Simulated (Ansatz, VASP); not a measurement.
**Two plane-wave programs on GaN**

The input INCAR:

```
PREC = Accurate
ENCUT = 520
EDIFF = 1E-6
ISMEAR = 0
SIGMA = 0.05
LREAL = False
LASPH = True
NELM = 100
ALGO = Normal
ISIF = 2
LWAVE = False
LCHARG = False
GGA = PE
NBANDS = 26
```

The input KPOINTS:

```
Automatic mesh
0
Gamma
  12 12 6
```

Contents of POSCAR:

```
GaN
1.0
    3.1218760445      0.0000000000      0.0000000000
   -1.5609380223      2.7036239620      0.0000000000
    0.0000000000      0.0000000000      5.2430304311
Ga N
2 2
Direct
    0.3333333333      0.6666666667      0.9991316867
    0.6666666667      0.3333333333      0.4991316867
    0.3333333333      0.6666666667      0.3758683133
    0.6666666667      0.3333333333      0.8758683133
```

Input for Ansatz:

```yaml
crystal:
  lattice:
    - [3.1218760445, 0.0, 0.0]
    - [-1.5609380223, 2.703623962, 0.0]
    - [0.0, 0.0, 5.2430304311]
  atoms:
    - { symbol: Ga, position: [0.3333333333, 0.6666666667, 0.9991316867] }
    - { symbol: Ga, position: [0.6666666667, 0.3333333333, 0.4991316867] }
    - { symbol: "N", position: [0.3333333333, 0.6666666667, 0.3758683133] }
    - { symbol: "N", position: [0.6666666667, 0.3333333333, 0.8758683133] }
basis:
  ecutwfc: 420
kpoints:
  mp_grid: { grid: [12, 12, 6] }
hamiltonian:
  xc: pbe
scf:
  occupations: { method: gaussian, width: 0.05 }
output:
  forces: true
  stress: true
  eigenvalues: true
```

Change from the starting cell: strain -0.030 along x and y, +0.000 along z, atoms carried along.

Alike in both runs: task single point; functional PBE; k mesh 12 × 12 × 6; occupations gaussian, width 0.05 eV; no spin polarisation.

|  | VASP | Ansatz |
| --- | --- | --- |
| version | VASP 6.6.1 | Ansatz 0.2.0 |
| potentials or method | VASP PAW PBE potentials, release 64 (Ga_d, N), cutoff 520 eV | scalar-relativistic, plane waves, PAW |
| valence electrons in the cell | 36 | 36 |

|  | VASP | Ansatz | Ansatz less VASP |
| --- | --- | --- | --- |
| gap on the k mesh at the Fermi level (eV) | 2.02 | 2.01 | -0.009 |
| least direct gap on the mesh (eV) | 2.02 | 2.01 | -0.009 |
| pressure (GPa) | 12.3 | 12.3 | -0.01 |
| traceless stress, the component that is largest in VASP (GPa) | -8.38 | -8.43 | -0.051 |
| rms of the force components (eV/Å) | 0.199 | 0.203 | +0.0045 |

Atom by atom the forces differ by 0.005 eV/Å (rms over components).
